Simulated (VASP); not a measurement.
PbS:

```
Pb S
1.0
     4.08970    0.00000    0.00000
    -2.04485    3.54178    0.00000
     0.00000    0.00000    3.78817
Pb S
1 1
Direct
  0.00000 0.00000 0.00000
  0.66667 0.33333 0.50000
```

* Program: VASP 6.6.1
* Task: relaxation of cell and atoms
* Functional: revPBE
* Potentials or basis: VASP PAW PBE potentials, release 64 (Pb_d, S)
* Cutoff: 600 eV
* k mesh: 8 × 8 × 7
* Occupations: fermi-dirac, width 0.05 eV
* Spin: no spin polarisation

At the start: pressure 1.3 GPa; volume 27.44 Å³/atom.

Q: How do energy, volume and symmetry change on relaxing?

A: Over 5 steps the energy falls by 3.1 meV/atom and the volume is 28.21 Å³/atom (+2.8 %); space group P-6m2 (No. 187, to 0.05 Å).

Step by step:
```tsv
step	energy change (eV)	largest force (eV/Å)	pressure (GPa)	volume (Å³)
1	0.0000	0.0000	1.33	54.87
2	-0.0056	0.0000	-0.30	56.70
3	-0.0060	0.0000	0.01	56.34
4	-0.0062	0.0000	0.00	56.38
5	-0.0063	0.0000	0.00	56.42
```

Final structure:
```
Pb S
1.0
     4.13493    0.00000    0.00000
    -2.06747    3.58096    0.00000
     0.00000    0.00000    3.81033
Pb S
1 1
Direct
  0.00000 0.00000 0.00000
  0.66667 0.33333 0.50000
```

Caveat: the PAW data sets were made with another functional, which shifts forces and pressure a little.
